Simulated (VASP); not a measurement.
The system is SnTe.

```
Sn Te
1.0
     0.00000    3.18933    3.18933
     3.18933    0.00000    3.18933
     3.18933    3.18933    0.00000
Sn Te
1 1
Direct
  0.00000 0.00000 0.00000
  0.50000 0.50000 0.50000
```

Base run:

| Quantity | Value |
| --- | --- |
| Program | VASP 6.6.1 |
| Functional | PBE |
| Potentials or basis | VASP PAW PBE potentials, release 64 (Sn_d, Te) |
| Cutoff | 500 eV |
| k mesh | 6 × 6 × 6 |
| Occupations | fermi-dirac, width 0.02 eV |
| Spin | no spin polarisation |

Its results: band gap on the k mesh 0.01 eV, direct; pressure 0.6 GPa.

**Question.** After a change of settings the same cell gave: band gap on the k mesh 0.06 eV, direct; pressure 4.3 GPa. Which change was it?
A. spin from no spin polarisation to collinear spin, zero start; further incar settings from ALGO = Normal; EDIFF = 1e-06; NBANDS = 17 to ALGO = Normal; EDIFF = 1e-06; NBANDS = 21
B. further incar settings from ALGO = Normal; EDIFF = 1e-06; NBANDS = 17 to ALGO = Normal; EDIFF = 1e-06; NBANDS = 17; ISYM = 0
C. k mesh from 6 × 6 × 6 to 2 × 2 × 2
D. functional from PBE to PBEsol

**Answer.** C.

Caveats: some runs use coarse meshes; spin-orbit coupling is left out, which moves the levels of the heavy elements.
